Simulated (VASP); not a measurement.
# Cr (Im-3m) in VASP: single point with LDA

Aim: the single point of Cr with LDA.

All numbers are computed with VASP 6.6.1; they aren't measurements. Logs are shortened: lines on timing, memory, paths and dates and some standing lists are left out, and cuts for length are marked.

**1. The cell of the first run**

The structure is cubic, space group Im-3m (No. 229). The conventional cell has a = 2.880 Å, b = 2.880 Å, c = 2.880 Å, α = 90.00°, β = 90.00°, γ = 90.00°. Cr (site symmetry m-3m) has 14 Cr at 2.49 to 2.88 Å within 3.3 Å.

**2. Single point, LDA, collinear spin, ferromagnetic start**

Input file INCAR:

```
SYSTEM = Cr
PREC = Accurate
ENCUT = 520
EDIFF = 1E-6
ISMEAR = 0
SIGMA = 0.05
LREAL = .False.
LASPH = .True.
NELM = 150
ALGO = Normal
ISIF = 2
LWAVE = .False.
LCHARG = .False.
ISPIN = 2
MAGMOM = 2
LORBIT = 11
LMAXMIX = 4
NBANDS = 16
```

Input file KPOINTS:

```
regular mesh
0
Gamma
  20 20 20
  0 0 0
```

Input file POSCAR:

```
Cr
1.0
   -1.4400000000      1.4400000000      1.4400000000
    1.4400000000     -1.4400000000      1.4400000000
    1.4400000000      1.4400000000     -1.4400000000
Cr
1
Direct
    0.0000000000      0.0000000000      0.0000000000
```

Potentials or basis: VASP PAW LDA potentials, release 64 (Cr_pv).

On the command line:

```bash
$ cat potpaw_LDA.64/Cr_pv/POTCAR > POTCAR
$ mpirun -np 1 vasp_std > vasp.out
```

OUTCAR:

```text
SYSTEM = Cr
   PREC = Accurate
   ENCUT = 520
   EDIFF = 1E-6
   ISMEAR = 0
   LREAL = .False.
   LASPH = .True.
   NELM = 150
   ISIF = 2
   ISPIN = 2
   LORBIT = 11

 ion  position               nearest neighbor table
   1  0.000  0.000  0.000-

  LATTYP: Found a body centered cubic cell.
 ALAT       =     2.8800000000

  Lattice vectors:

 A1 = (  -1.4400000000,   1.4400000000,   1.4400000000)
 A2 = (   1.4400000000,  -1.4400000000,   1.4400000000)
 A3 = (   1.4400000000,   1.4400000000,  -1.4400000000)

Analysis of symmetry for initial positions (statically):
=====================================================================
 Subroutine PRICEL returns:
 Original cell was already a primitive cell.

 Routine SETGRP: Setting up the symmetry group for a
 body centered cubic supercell.

 Subroutine GETGRP returns: Found 48 space group operations
 (whereof 48 operations were pure point group operations)
 out of a pool of 48 trial point group operations.

The static configuration has the point symmetry O_h .

Analysis of symmetry for dynamics (positions and initial velocities):
=====================================================================
 Subroutine PRICEL returns:
 Original cell was already a primitive cell.

 Routine SETGRP: Setting up the symmetry group for a
 body centered cubic supercell.

 Subroutine GETGRP returns: Found 48 space group operations
 (whereof 48 operations were pure point group operations)
 out of a pool of 48 trial point group operations.

The dynamic configuration has the point symmetry O_h .

Analysis of structural, dynamic, and magnetic symmetry:
=====================================================================
 Subroutine PRICEL returns:
 Original cell was already a primitive cell.

 Routine SETGRP: Setting up the symmetry group for a
 body centered cubic supercell.

 Subroutine GETGRP returns: Found 48 space group operations
 (whereof 48 operations were pure point group operations)
 out of a pool of 48 trial point group operations.

The overall configuration has the point symmetry O_h .

 Subroutine INISYM returns: Found 48 space group operations
 (whereof 48 operations are pure point group operations),
 and found     1 'primitive' translations

----------------------------------------------------------------------------------------

                                     Primitive cell

  volume of cell :      11.9439

  direct lattice vectors                    reciprocal lattice vectors
    -1.440000000  1.440000000  1.440000000     0.000000000  0.347222222  0.347222222
     1.440000000 -1.440000000  1.440000000     0.347222222  0.000000000  0.347222222
     1.440000000  1.440000000 -1.440000000     0.347222222  0.347222222  0.000000000

  length of vectors
     2.494153163  2.494153163  2.494153163     0.491046376  0.491046376  0.491046376

  position of ions in fractional coordinates (direct lattice)
     0.000000000  0.000000000  0.000000000

  ion indices of the primitive-cell ions
   primitive index   ion index
                 1           1

----------------------------------------------------------------------------------------

 KPOINTS: regular mesh

Automatic generation of k-mesh.
 Grid dimensions read from file:
 generate k-points for:   20   20   20

 Generating k-lattice:

  Cartesian coordinates                     Fractional coordinates (reciprocal lattice)
     0.000000000  0.017361111  0.017361111     0.050000000  0.000000000  0.000000000
     0.017361111  0.000000000  0.017361111     0.000000000  0.050000000  0.000000000
     0.017361111  0.017361111  0.000000000     0.000000000  0.000000000  0.050000000

  Length of vectors
     0.024552319  0.024552319  0.024552319

  Shift w.r.t. Gamma in fractional coordinates (k-lattice)
     0.000000000  0.000000000  0.000000000

 Subroutine IBZKPT returns following result:
 ===========================================

 Found    256 irreducible k-points:

 Following reciprocal coordinates:
            Coordinates               Weight
  0.000000  0.000000  0.000000      1.000000
  0.050000  0.000000  0.000000     12.000000
  0.100000  0.000000  0.000000     12.000000
  0.150000  0.000000  0.000000     12.000000
  0.200000  0.000000  0.000000     12.000000
  0.250000  0.000000  0.000000     12.000000
[... 16 lines left out ...]
  0.200000  0.100000  0.000000     48.000000
  0.250000  0.100000  0.000000     48.000000
 [... further k-points ...]
   k-points           NKPTS =    256   k-points in BZ     NKDIM =    256   number of bands    NBANDS=     16
   number of dos      NEDOS =    301   number of ions     NIONS =      1
   total plane-waves  NPLWV =   8000
   dimension x,y,z NGX =    20 NGY =   20 NGZ =   20
   dimension x,y,z NGXF=    40 NGYF=   40 NGZF=   40
   ions per type =               1
   NGX,Y,Z   is equivalent  to a cutoff of  13.33, 13.33, 13.33 a.u.
   NGXF,Y,Z  is equivalent  to a cutoff of  26.66, 26.66, 26.66 a.u.
 SYSTEM =  Cr
   PREC   = accura    normal or accurate (medium, high low for compatibility)
   ISTART =      0    job   : 0-new  1-cont  2-samecut
   ICHARG =      2    charge: 1-file 2-atom 10-const
   ISPIN  =      2    spin polarized calculation?
   LNONCOLLINEAR =      F non collinear calculations
   LSORBIT =      F    spin-orbit coupling
   LASPH  =      T    aspherical Exc in radial PAW
   ENCUT  =  520.0 eV  38.22 Ry    6.18 a.u.   4.64  4.64  4.64*2*pi/ulx,y,z
   NELM   =    150;   NELMIN=  2; NELMDL= -5     # of ELM steps
   EDIFF  = 0.1E-05   stopping-criterion for ELM
   LREAL  =      F    real-space projection
   EDIFFG = 0.1E-04   stopping-criterion for IOM
   NSW    =      0    number of steps for IOM
   IBRION =     -1    ionic relax: 0-MD 1-quasi-New 2-CG
   NFREE  =      0    steps in history (QN), initial steepest desc. (CG)
   ISIF   =      2    stress and relaxation
   ISYM   =      2    0-nonsym 1-usesym 2-fastsym
   POTIM  = 0.5000    time-step for ionic-motion
   TEBEG  =    0.0;   TEEND  =   0.0 temperature during run
   PSTRESS=    0.0 pullay stress
   NELECT =      12.0000    total number of electrons
   NUPDOWN=      -1.0000    fix difference up-down
   EMIN   =  10.00;   EMAX   =-10.00  energy-range for DOS
   EFERMI =   0.00;   METHOD = LEGACY
   ISMEAR =     0;   SIGMA  =   0.05  broadening in eV -4-tet -1-fermi 0-gaus
   EFERMI_NEDOS =   21; number of points for ismear=-14 and -15
   IALGO  =     38    algorithm
   IMIX   =      4    mixing-type and parameters
     AMIX     =   0.40;   BMIX     =  1.00
     AMIX_MAG =   1.60;   BMIX_MAG =  1.00
  volume/ion in A,a.u.               =      11.94        80.60
  Fermi-wavevector in a.u.,A,eV,Ry     =   1.639656  3.098501 36.578882  2.688472
  Thomas-Fermi vector in A             =   2.730425
   LORBIT       =     11    0 simple, 1 ext, 2 COOP (PROOUT), +10 PAW based schemes
   GGA     = CA    functional components
   LHFCALC =     F    Hartree Fock is set to
   AEXX    =    0.0000 exact exchange contribution
   IVDW    =     0    specifies the selected vdW correction
   LEPSILON=     F    determine dielectric tensor
   LRPA    =     F    only Hartree local field effects (RPA)
 spin polarized calculation
 Gauss-broadening in eV      SIGMA  =   0.05
  energy-cutoff  :      520.00
  volume of cell :       11.94
 maximum number of plane-waves:       336
   NGX =  9   NGY =  9   NGZ =  9

 number of electron      11.9999992 magnetization      -0.0003812

 number of electron      11.9999992 magnetization       0.0000671

 Free energy of the ion-electron system (eV)
  ---------------------------------------------------
  ext. energy  EPLUGINS =         0.00000000
  ---------------------------------------------------
  free energy    TOTEN  =       -10.54176476 eV

  energy without entropy =      -10.54075139  energy(sigma->0) =      -10.54125808

 E-fermi :  10.3270     XC(G=0): -13.8068

 val. band max:       10.3200923312   @ k =   0.1000   0.0500   0.0500
 cond. band min:      10.3311634782   @ k =   0.4500   0.1000   0.0000
 fundamental gap:      0.0110711471
 Fermi energy:        10.3269924456

 spin component 1

 k-point     1 :       0.0000    0.0000    0.0000
  band No.  band energies     occupation
      1     -32.0639      1.00000
      2     -32.0639      1.00000
      3     -32.0639      1.00000
      4       2.6474      1.00000
      5       9.4377      1.00000
      6       9.4377      1.00000
[... 8 lines left out ...]
     15      39.6377      0.00000
     16      43.7432      0.00000

 k-point     2 :       0.0500    0.0000    0.0000
  band No.  band energies     occupation
      1     -32.0856      1.00000
      2     -32.0706      1.00000
      3     -32.0640      1.00000
      4       2.7546      1.00000
      5       9.3970      1.00000
      6       9.4317      1.00000
[... 8 lines left out ...]
     15      39.8622      0.00000
     16      42.2700      0.00000

 k-point     3 :       0.1000    0.0000    0.0000
  band No.  band energies     occupation
      1     -32.1484      1.00000
      2     -32.0900      1.00000
      3     -32.0644      1.00000
      4       3.0691      1.00000
      5       9.2803      1.00000
      6       9.4039      1.00000
[... 8 lines left out ...]
     15      40.0691      0.00000
     16      40.4935      0.00000

 k-point     4 :       0.1500    0.0000    0.0000
  band No.  band energies     occupation
      1     -32.2454      1.00000
      2     -32.1201      1.00000
      3     -32.0649      1.00000
      4       3.5681      1.00000
      5       9.1031      1.00000
      6       9.3327      1.00000
[... 8 lines left out ...]
     15      38.7220      0.00000
     16      39.2828      0.00000
[... 324 lines left out ...]
 k-point    22 :       0.1500    0.1000    0.0000
  band No.  band energies     occupation
      1     -32.4060      1.00000
      2     -32.1559      1.00000
      3     -32.0908      1.00000
      4       4.4800      1.00000
      5       8.8875      1.00000
      6       9.0105      1.00000
[... 8 lines left out ...]
     15      38.3543      0.00000
     16      40.7469      0.00000

 k-point    23 :       0.2000    0.1000    0.0000
  band No.  band energies     occupation
      1     -32.5227      1.00000
      2     -32.2018      1.00000
      3     -32.0938      1.00000
      4       5.1645      1.00000
      5       8.6569      1.00000
      6       8.8984      1.00000
[... 8 lines left out ...]
     15      38.9066      0.00000
     16      40.4218      0.00000

 k-point    24 :       0.2500    0.1000    0.0000
  band No.  band energies     occupation
      1     -32.6369      1.00000
      2     -32.2496      1.00000
      3     -32.0959      1.00000
      4       5.7757      1.00000
      5       8.4377      1.00000
      6       8.9302      1.00000
[... 8 lines left out ...]
     15      39.4125      0.00000
     16      40.4184      0.00000

 [... further k-points ...]

 spin component 2

 k-point     1 :       0.0000    0.0000    0.0000
  band No.  band energies     occupation
      1     -32.0638      1.00000
      2     -32.0638      1.00000
      3     -32.0638      1.00000
      4       2.6473      1.00000
      5       9.4377      1.00000
      6       9.4377      1.00000
[... 8 lines left out ...]
     15      39.6378      0.00000
     16      43.7432      0.00000

 k-point     2 :       0.0500    0.0000    0.0000
  band No.  band energies     occupation
      1     -32.0855      1.00000
      2     -32.0704      1.00000
      3     -32.0639      1.00000
      4       2.7545      1.00000
      5       9.3970      1.00000
      6       9.4317      1.00000
[... 8 lines left out ...]
     15      39.8622      0.00000
     16      42.2700      0.00000

 k-point     3 :       0.1000    0.0000    0.0000
  band No.  band energies     occupation
      1     -32.1483      1.00000
      2     -32.0899      1.00000
      3     -32.0642      1.00000
      4       3.0691      1.00000
      5       9.2804      1.00000
      6       9.4039      1.00000
[... 8 lines left out ...]
     15      40.0691      0.00000
     16      40.4934      0.00000

 k-point     4 :       0.1500    0.0000    0.0000
  band No.  band energies     occupation
      1     -32.2452      1.00000
      2     -32.1200      1.00000
      3     -32.0648      1.00000
      4       3.5681      1.00000
      5       9.1031      1.00000
      6       9.3327      1.00000
[... 8 lines left out ...]
     15      38.7219      0.00000
     16      39.2828      0.00000
[... 324 lines left out ...]
 k-point    22 :       0.1500    0.1000    0.0000
  band No.  band energies     occupation
      1     -32.4059      1.00000
      2     -32.1557      1.00000
      3     -32.0906      1.00000
      4       4.4800      1.00000
      5       8.8875      1.00000
      6       9.0105      1.00000
[... 8 lines left out ...]
     15      38.3543      0.00000
     16      40.7468      0.00000

 k-point    23 :       0.2000    0.1000    0.0000
  band No.  band energies     occupation
      1     -32.5225      1.00000
      2     -32.2016      1.00000
      3     -32.0937      1.00000
      4       5.1645      1.00000
      5       8.6569      1.00000
      6       8.8984      1.00000
[... 8 lines left out ...]
     15      38.9066      0.00000
     16      40.4217      0.00000

 k-point    24 :       0.2500    0.1000    0.0000
  band No.  band energies     occupation
      1     -32.6368      1.00000
      2     -32.2494      1.00000
      3     -32.0957      1.00000
      4       5.7756      1.00000
      5       8.4377      1.00000
      6       8.9302      1.00000
[... 8 lines left out ...]
     15      39.4125      0.00000
     16      40.4184      0.00000

 [... further k-points ...]
[... 5 lines left out ...]
  --------------------------------------------------------------------------------------
  -------------------------------------------------------------------------------------
  Total       -1.7810728     -1.7810728     -1.7810728      0.0000000     -0.0000000      0.0000000
  in kB     -238.9157555   -238.9157555   -238.9157555      0.0000000     -0.0000000      0.0000000
  external PRESSURE =    -238.9157555 kB  Pullay stress =       0.0000000 kB

 VOLUME and BASIS-vectors are now :
 -----------------------------------------------------------------------------
  energy-cutoff  :      520.00
  volume of cell :       11.94
      direct lattice vectors                 reciprocal lattice vectors
    -1.440000000  1.440000000  1.440000000     0.000000000  0.347222222  0.347222222
     1.440000000 -1.440000000  1.440000000     0.347222222  0.000000000  0.347222222
     1.440000000  1.440000000 -1.440000000     0.347222222  0.347222222  0.000000000

 POSITION                                       TOTAL-FORCE (eV/Angst)
 -----------------------------------------------------------------------------------
      0.00000      0.00000      0.00000         0.000000      0.000000      0.000000
 -----------------------------------------------------------------------------------
    total drift:                                0.000000     -0.000000      0.000000

  FREE ENERGIE OF THE ION-ELECTRON SYSTEM (eV)
  ---------------------------------------------------
  free  energy   TOTEN  =       -10.5417647631 eV

  energy  without entropy=      -10.5407513873  energy(sigma->0) =      -10.54125808

 total charge

# of ion       s       p       d       tot
------------------------------------------
    1        0.416   6.378   4.198  10.992

 magnetization (x)

# of ion       s       p       d       tot
------------------------------------------
    1        0.000  -0.000   0.000   0.000
```

Run time: 77 s. Hardware: 1 thread of Intel Xeon Platinum 8375C at 2.90GHz (Ice Lake), shared host; peak memory 0.18 GiB.

Results:

| Item | Value |
| --- | --- |
| Free energy | -10.5418 eV |
| Pressure | -23.9 GPa |
| Band gap on the k mesh | zero (filled and empty bands overlap) |
| Net moment | 0.00 μB per cell |
| Valence electrons inside the program's atomic spheres | Cr 10.99 |

Caveat: the starting moments collapsed, and a magnetic state may lie lower.
